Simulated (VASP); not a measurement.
Runs of VASP 6.6.1 on In. The structure is that of space group Im-3m (No. 229), or close to it. The cells are those of the table. 

```csv
task,cell,cutoff (eV),gap on the mesh (eV),pressure (GPa)
relaxation of cell and atoms,"relaxed to 66 GPa from a = 2.787 Å, angles 109.5°, 1 atom",600,none,66.0
relaxation of cell and atoms,"relaxed to 66 GPa from a = 2.788 Å, angles 109.5°, 1 atom",600,none,66.0
single point,"a = 2.787 Å, angles 109.5°, 1 atom",520,none,66.4
single point,"a = 2.788 Å, angles 109.5°, 1 atom",520,none,(a)
single point,"a = 3.305 Å, angles 109.5°, 1 atom",520,none,0.0
relaxation of cell and atoms,"relaxed from a = 3.294 Å, angles 109.5°, 1 atom",600,none,0.0
```

Alike in all rows: level PBE; potentials or basis VASP PAW PBE potentials, release 64 (In_d); no spin polarisation; k mesh 17 × 17 × 17; smearing fermi-dirac 0.05 eV.

**Question.** Fill in the values left out.

**Answer.** (a) 66.1.

Caveats: spin-orbit coupling is left out, which moves the levels of the heavy elements; the cell is relaxed towards a set pressure, so the enthalpy falls and the energy may rise (some runs).

A k mesh can miss the band edges, and the runs leave out spin-orbit coupling on In.

A gap of «none» marks levels without a gap at the run's occupations.
